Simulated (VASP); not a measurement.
A run of VASP 6.6.1:

INCAR

```
  ALGO = Normal
  EDIFF = 1E-6
  ENCUT = 500
  GGA = PE
  GGA_COMPAT = F
  ISIF = 2
  ISMEAR = 0
  LASPH = T
  LCHARG = T
  LELF = T
  LREAL = F
  LVHAR = T
  LWAVE = F
  NBANDS = 24
  NELM = 120
  PREC = Accurate
  SIGMA = 0.1
```

File KPOINTS:

```
k-points
0
Gamma
  6 6 4
```

Contents of POSCAR:

```
ScAs4
1.0
    5.5277875492      0.0000000000      0.0000000000
   -2.7638937746      4.7872044444      0.0000000000
    0.0000000000      0.0000000000      5.1952279597
Sc As
1 4
Direct
    0.0000000000      0.0000000000      0.5000000000
    0.5000000000      0.0000000000      0.5000000000
    0.0000000000      0.5000000000      0.5000000000
    0.5000000000      0.5000000000      0.5000000000
    0.0000000000      0.0000000000      0.0000000000
```

Potentials or basis: VASP PAW PBE potentials, release 64 (Sc_sv, As).

Command:

```console
$ cat potpaw_PBE.64/Sc_sv/POTCAR potpaw_PBE.64/As/POTCAR > POTCAR
$ mpirun -np 1 vasp_std > vasp.out
```

Hardware: 1 thread of Oxide Virtual Turin-like Processor, with other jobs on the host.

**Question.** Estimate the wall time of this run.

**Answer.** Run time: 110 s on 1 thread of Oxide Virtual Turin-like Processor, with other jobs on the host, peak memory 0.22 GiB. Counts: scf iterations 15, k points 21.
